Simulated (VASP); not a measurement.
NdMo:

```xyz
2
Lattice="3.5845 0.0000 0.0000 -1.7923 3.1043 0.0000 0.0000 0.0000 3.4972" Properties=species:S:1:pos:R:3 pbc="T T T"
Nd    0.0000    2.0695    0.0000
Mo    1.7923    1.0348    1.7486
```

The cell was generated, and may not be a known phase.

```yaml
Program: VASP 6.6.1
Task: relaxation of cell and atoms
Functional: PBE
Potentials_or_basis: VASP PAW PBE potentials, release 64 (Nd_3, Mo_sv), 4f in core
Cutoff: 500 eV
k_mesh: 6 × 6 × 6
Occupations: gaussian, width 0.2 eV
Spin: no spin polarisation
```

At the start: pressure 28.9 GPa; volume 19.46 Å³/atom.

Task: Where does the relaxation end?

Result: Over 16 steps the energy falls by 694.3 meV/atom and the volume is 22.69 Å³/atom (+16.6 %); space group P-6m2 (No. 187, to 0.1 Å) before and after.

Step by step:
| step | energy change (eV) | largest force (eV/Å) | pressure (GPa) | volume (Å³) |
| --- | --- | --- | --- | --- |
| 1 | 0.0000 | 0.0000 | 28.95 | 38.91 |
| 2 | -0.5220 | 0.0000 | -10.53 | 62.06 |
| 3 | -0.9425 | 0.0000 | -1.54 | 50.77 |
| 4 | -1.0858 | 0.0000 | -1.92 | 50.09 |
| 5 | -1.3124 | 0.0000 | -0.60 | 47.18 |
| 6 | -1.3295 | 0.0000 | 0.18 | 46.45 |
| 7 | -1.3622 | 0.0000 | 2.12 | 44.86 |
| 8 | -1.2535 | 0.0000 | 8.76 | 41.24 |
| 9 | -1.3692 | 0.0000 | 3.25 | 44.02 |
| 10 | -1.3506 | 0.0000 | 5.27 | 42.80 |
| 11 | -1.2647 | 0.0000 | -4.99 | 46.37 |
| 12 | -1.3683 | 0.0000 | 1.80 | 43.94 |
| 13 | -1.3684 | 0.0000 | 2.02 | 43.86 |
| 14 | -1.3857 | 0.0000 | 0.52 | 44.79 |
| 15 | -1.3881 | 0.0000 | -0.62 | 45.59 |
| 16 | -1.3885 | 0.0000 | -0.33 | 45.38 |

Final structure:
```
Nd Mo
1.0
     3.16590    0.00000    0.00000
    -1.58295    2.74175    0.00000
     0.00000    0.00000    5.22762
Nd Mo
1 1
Direct
  0.33333 0.66667 0.00000
  0.66667 0.33333 0.50000
```

Caveat: the volume moved by over 15 % at a fixed basis, so the end points are rough.
